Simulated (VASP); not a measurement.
A run of VASP 6.6.1:

File POSCAR:

```
PbF2
1.0
    0.0000000000      2.9458082816      2.9458082816
    2.9458082816      0.0000000000      2.9458082816
    2.9458082816      2.9458082816      0.0000000000
Pb F
1 2
Direct
    0.0000000000      0.0000000000      0.0000000000
    0.2500000000      0.2500000000      0.2500000000
    0.7500000000      0.7500000000      0.7500000000
```

Contents of INCAR.step1:

```
SYSTEM = PbF2
PREC = Accurate
ENCUT = 520
EDIFF = 1E-5
ISMEAR = 0
SIGMA = 0.01
LREAL = .False.
LASPH = .True.
NELM = 100
ALGO = Normal
ISIF = 2
LWAVE = .True.
NBANDS = 21
GGA = PE
```

Contents of INCAR.step2:

```
SYSTEM = PbF2
PREC = Accurate
ENCUT = 520
EDIFF = 1E-7
ISMEAR = 0
SIGMA = 0.01
LREAL = .False.
LASPH = .True.
NELM = 100
ALGO = Normal
ISIF = 2
LWAVE = .False.
LCHARG = .True.
GGA = PE
LHFCALC = .True.
AEXX = 0.75
HFSCREEN = 0.1
PRECFOCK = Normal
LELF = .True.
LVHAR = .True.
NBANDS = 21
ISTART = 1
```

KPOINTS

```
regular mesh
0
Gamma
  4 4 4
  0 0 0
```

Potentials or basis: VASP PAW PBE potentials, release 64 (Pb_d, F).

Command:

```bash
$ cat potpaw_PBE.64/Pb_d/POTCAR potpaw_PBE.64/F/POTCAR > POTCAR
$ cp INCAR.step1 INCAR
$ mpirun -np 1 vasp_std > vasp.out
$ cp INCAR.step2 INCAR
$ mpirun -np 1 vasp_std > vasp.out
```

Hardware: 1 thread of AMD EPYC 7R43 64-Core Processor (Zen 3), with other jobs on the host.

Q: How long does it take, and how much memory?

A: Run time: 32 min on 1 thread of AMD EPYC 7R43 64-Core Processor (Zen 3), with other jobs on the host, peak memory 0.26 GiB. Counts: k points 8.
